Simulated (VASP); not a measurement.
The system is ZrO2.

```
Zr O
1.0
    -0.09079    2.51755    2.51755
     2.51755   -0.09079    2.51755
     2.51755    2.51755   -0.09079
Zr O
1 2
Direct
  0.00000 0.00000 0.00000
  0.25267 0.25267 0.25267
  0.74733 0.74733 0.74733
```

This cell differs from its parent crystal: epitaxial 111 strain +2.5%.

Base run:

```yaml
Program: VASP 6.6.1
Functional: PBE
Potentials_or_basis: VASP PAW PBE potentials, release 64 (Zr_sv, O)
Cutoff: 600 eV
k_mesh: 8 × 8 × 8
Occupations: fermi-dirac, width 0.02 eV
Spin: no spin polarisation
```

Its results: band gap on the k mesh 3.31 eV (least direct gap 3.74 eV); pressure -0.8 GPa; largest force 0.032 eV/Å.

Task: The run is repeated on the same cell with these changes: functional from PBE to r2SCAN; cutoff from 600 eV to 660 eV; occupations from fermi-dirac, width 0.02 eV to gaussian, width 0.01 eV. What comes out?

Result: Band gap on the k mesh 3.82 eV (least direct gap 4.21 eV); pressure -4.8 GPa; largest force 0.011 eV/Å.

Caveats: the cell stands under tension (at least some runs); the PAW data sets were made with another functional, which shifts forces and pressure a little (at least some runs).

A k mesh can miss the band edges.
